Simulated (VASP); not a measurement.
A run of VASP 6.6.1:

The input POSCAR:

```
SrO
1.0
    0.0000000000      2.8498014893      2.7922805108
    2.8498014893      0.0000000000      2.7922805108
    2.8498014893      2.8498014893      0.0000000000
Sr O
1 1
Direct
    0.0000000000      0.0000000000      0.0000000000
    0.2500000000      0.2500000000      0.2500000000
```

Contents of INCAR.step1:

```
SYSTEM = SrO
PREC = Accurate
ENCUT = 520
ISMEAR = 0
SIGMA = 0.01
LREAL = .FALSE.
LASPH = .TRUE.
NELM = 80
NBANDS = 15
GGA = PE
ALGO = Normal
EDIFF = 1E-4
LWAVE = .TRUE.
LCHARG = .FALSE.
```

INCAR.step2

```
SYSTEM = SrO
PREC = Accurate
ENCUT = 520
EDIFF = 1E-6
ISMEAR = 0
SIGMA = 0.01
LREAL = .FALSE.
LASPH = .TRUE.
NELM = 80
ALGO = Normal
ISIF = 2
LWAVE = .FALSE.
LCHARG = .FALSE.
METAGGA = R2SCAN
LMIXTAU = .TRUE.
NBANDS = 15
ISTART = 1
```

File KPOINTS:

```
Automatic mesh
0
G
  8 8 8
  0 0 0
```

Potentials or basis: VASP PAW PBE potentials, release 64 (Sr_sv, O).

The run is started by

```console
$ cat potpaw_PBE.64/Sr_sv/POTCAR potpaw_PBE.64/O/POTCAR > POTCAR
$ cp INCAR.step1 INCAR
$ mpirun -np 1 vasp_std > vasp.out
$ cp INCAR.step2 INCAR
$ mpirun -np 1 vasp_std > vasp.out
```

Hardware: 1 thread of AMD EPYC 7R43 64-Core Processor (Zen 3), with other jobs on the host.

**Question.** Estimate the wall time of this run.

**Answer.** Wall time 3.4 min on 1 thread of AMD EPYC 7R43 64-Core Processor (Zen 3), with other jobs on the host, peak memory 0.16 GiB. Counts: k points 59.
